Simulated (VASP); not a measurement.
**Ti: relaxation of cell and atoms with PBEsol**

Crystal: Ti.

```
Ti
1.0
    -2.35322    2.35322    1.35007
     2.35322   -2.35322    1.35007
     2.35322    2.35322   -1.35007
Ti
2
Direct
  0.62500 0.87500 0.75000
  0.37500 0.12500 0.25000
```

| Property | Result |
| --- | --- |
| Program | VASP 6.6.1 |
| Task | relaxation of cell and atoms |
| Functional | PBEsol |
| Potentials or basis | VASP PAW PBE potentials, release 64 (Ti_sv) |
| Cutoff | 600 eV |
| k mesh | 16 × 16 × 16 |
| Occupations | fermi-dirac, width 0.05 eV |
| Spin | no spin polarisation |
| Target pressure | 13 GPa |
| Dipole correction | no |
| Further INCAR settings | ALGO = Normal; EDIFF = 1e-06; IBRION = 2; EDIFFG = -0.005; NSW = 32; ISIF = 3 |

```yaml
Relaxed_volume: 14.93 Å³/atom
Relaxed_cell: a = 3.590 Å, b = 3.590 Å, c = 3.590 Å, α = 98.11°, β = 98.11°, γ = 135.89°
Space_group_after_relaxing_to_0.1_Å: I4_1/amd (No. 141)
Energy_change_on_relaxing_the_run_minimises_the_enthalpy: +1.8 meV/atom
Ionic_steps: 2
Pressure_after_relaxing: 13.0 GPa
Band_gap_on_the_k_mesh: zero (bands 12 and 13 overlap by 1.01 eV)
```

Step by step:
```tsv
step	energy change (eV)	largest force (eV/Å)	pressure (GPa)	volume (Å³)
1	0.0000	0.0000	12.89	29.90
2	0.0036	0.0000	13.03	29.86
```

Final structure:
```
Ti
1.0
    -2.35305    2.35305    1.34822
     2.35305   -2.35305    1.34822
     2.35305    2.35305   -1.34822
Ti
2
Direct
  0.62500 0.87500 0.75000
  0.37500 0.12500 0.25000
```

Levels at points of the mesh, in eV from the Fermi level:
```csv
k point,band 8,band 9,band 10,band 11,band 12,band 13,band 14,band 15,band 16
"(0.00, 0.00, 0.00)",-31.63,-5.99,-3.25,-1.04,-0.46,0.37,2.79,2.79,2.85
"(0.50, 0.00, 0.00)",-31.58,-2.50,-2.40,-1.07,-0.14,1.36,1.47,1.84,3.15
"(0.50, 0.50, 0.00)",-31.70,-2.93,-2.93,-0.48,-0.48,0.74,0.74,2.46,2.46
"(0.50, 0.50, 0.50)",-31.47,-2.05,-2.05,0.29,0.29,0.83,0.83,2.63,2.63
```

Wall time 2.6 min on 1 thread of Intel(R) Xeon(R) 6975P-C (Granite Rapids), with other jobs on the host, peak memory 0.31 GiB.

Caveat: the cell is relaxed towards a set pressure, so the run minimises the enthalpy, not the energy; the PAW data sets were made with another functional, which shifts forces and pressure a little.
